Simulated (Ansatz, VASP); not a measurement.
**KF in VASP and in Ansatz**

The input INCAR:

```
PREC = Accurate ; ENCUT = 520
EDIFF = 1E-6 ; ISMEAR = 0
SIGMA = 0.05 ; LREAL = False
LASPH = True ; NELM = 80
ALGO = Normal ; ISIF = 2
LWAVE = False ; LCHARG = False
NBANDS = 15
```

The input KPOINTS:

```
regular mesh
0
Gamma
  8 8 8
```

Contents of POSCAR:

```
KF
1.0
    3.3567236500      0.0000000000      0.0000000000
    0.0000000000      3.3567236500      0.0000000000
    0.0000000000      0.0000000000      3.2100706750
K F
1 1
Direct
    0.0000000000      0.0000000000      0.0000000000
    0.5000000000      0.5000000000      0.5000000000
```

Input for Ansatz:

```yaml
crystal:
  lattice:
    - [3.35672365, 0.0, 0.0]
    - [0.0, 3.35672365, 0.0]
    - [0.0, 0.0, 3.210070675]
  atoms:
    - { symbol: K, position: [0.0, 0.0, 0.0] }
    - { symbol: F, position: [0.5, 0.5, 0.5] }
basis:
  ecutwfc: 420
kpoints:
  mp_grid: { grid: [8, 8, 8] }
hamiltonian:
  xc: lda
scf:
  occupations: { method: gaussian, width: 0.05 }
output:
  forces: true
  stress: true
  eigenvalues: true
```

Change from the starting cell: strain +0.030 along x and y, -0.015 along z, atoms carried along.

Alike in both runs: task single point; functional LDA; k mesh 8 × 8 × 8; occupations gaussian, width 0.05 eV; no spin polarisation.

|  | VASP | Ansatz |
| --- | --- | --- |
| version | VASP 6.6.1 | Ansatz 0.2.0 |
| potentials or method | VASP PAW LDA potentials, release 64 (K_sv, F), cutoff 520 eV | scalar-relativistic, plane waves, PAW |
| valence electrons in the cell | 16 | 16 |

Ansatz gave:

- gap on the k mesh at the Fermi level (eV): 5.53
- least direct gap on the mesh (eV): 5.58
- pressure (GPa): -6.5
- traceless stress, the component that is largest in VASP (GPa): 2.32

Question: Estimate VASP's values.

Answer: gap on the k mesh at the Fermi level (eV): 5.51; least direct gap on the mesh (eV): 5.56; pressure (GPa): -6.5; traceless stress, the component that is largest in VASP (GPa): 2.33.

LDA's correlation is that of Perdew and Zunger in VASP and of Perdew and Wang (1992) in Ansatz.
